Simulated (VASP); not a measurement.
Set up this calculation in VASP 6.6.1, as the native input.

- Task: single point
- Functional: revPBE
- Potentials or basis: VASP PAW PBE potentials, release 64 (Cd, F)
- Cutoff: 520 eV
- k mesh: 9 × 9 × 9
- Occupations: fermi-dirac, width 0.05 eV
- Spin: no spin polarisation
- Dipole correction: no
- Further INCAR settings: ALGO = Normal; EDIFF = 1e-06; NBANDS = 20

The structure of CdF2 lies in POSCAR:

```
CdF2
1.0
    0.0000000000      2.7746085006      2.7746085006
    2.7746085006      0.0000000000      2.7746085006
    2.7746085006      2.7746085006      0.0000000000
Cd F
1 2
Direct
    0.0000000000      0.0000000000      0.0000000000
    0.7500000000      0.7500000000      0.7500000000
    0.2500000000      0.2500000000      0.2500000000
```

The input as run:

INCAR

```
SYSTEM = CdF2
  PREC = Accurate
  ENCUT = 520
  EDIFF = 1E-6
  ISMEAR = -1
  SIGMA = 0.05
  LREAL = .FALSE.
  LASPH = .TRUE.
  NELM = 60
  ALGO = Normal
  ISIF = 2
  LWAVE = .FALSE.
  LCHARG = .FALSE.
  GGA = RE
  NBANDS = 20
```

KPOINTS

```
regular mesh
0
G
  9 9 9
  0 0 0
```

Potentials or basis: VASP PAW PBE potentials, release 64 (Cd, F).

Command:

```bash
$ cat potpaw_PBE.64/Cd/POTCAR potpaw_PBE.64/F/POTCAR > POTCAR
$ mpirun -np 1 vasp_std > vasp.out
```

It gave:

* Pressure: 0.4 GPa
* Band gap on the k mesh: 2.94 eV, indirect (least direct gap 3.51 eV)

Caveat: the PAW data sets were made with another functional, which shifts forces and pressure a little.

Run time: 16 s on 1 thread of Intel(R) Xeon(R) 6975P-C (Granite Rapids), with other jobs on the host, peak memory 0.17 GiB.
